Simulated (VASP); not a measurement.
A run of VASP 6.6.1:

Contents of INCAR:

```
  PREC = Accurate
  ENCUT = 600
  EDIFF = 1E-7
  ISMEAR = 0
  SIGMA = 0.1
  LREAL = False
  LASPH = True
  NELM = 80
  ALGO = Fast
  ISIF = 3
  LWAVE = False
  LCHARG = False
  GGA = PE
  IBRION = 2
  NSW = 90
  EDIFFG = -0.04
```

File KPOINTS:

```
regular mesh
0
Gamma
  4 4 4
```

The input POSCAR:

```
SiSn4
1.0
    5.4907127409      0.0000000000      0.0000000000
    0.0000000000      3.8778870729      0.0000000000
   -0.0807215378      0.0000000000      6.2470660061
Si Sn
1 4
Direct
    0.5000000000      0.5000000000      0.5000000000
    0.7478415548      0.5000000000      0.1175883989
    0.1946309791      0.0000000000      0.3118938533
    0.8053690209      0.0000000000      0.6881061467
    0.2521584452      0.5000000000      0.8824116011
```

Potentials or basis: VASP PAW PBE potentials, release 64 (Si, Sn_d).

Run with:

```bash
$ cat potpaw_PBE.64/Si/POTCAR potpaw_PBE.64/Sn_d/POTCAR > POTCAR
$ mpirun -np 1 vasp_std > vasp.out
```

Hardware: 1 thread of Intel(R) Xeon(R) 6975P-C (Granite Rapids) (shared host).

Task: How long does it take, and how much memory?

Result: Wall time 17 min on 1 thread of Intel(R) Xeon(R) 6975P-C (Granite Rapids), with other jobs on the host, peak memory 0.37 GiB. Counts: scf iterations 126, k points 30, ion steps 12.
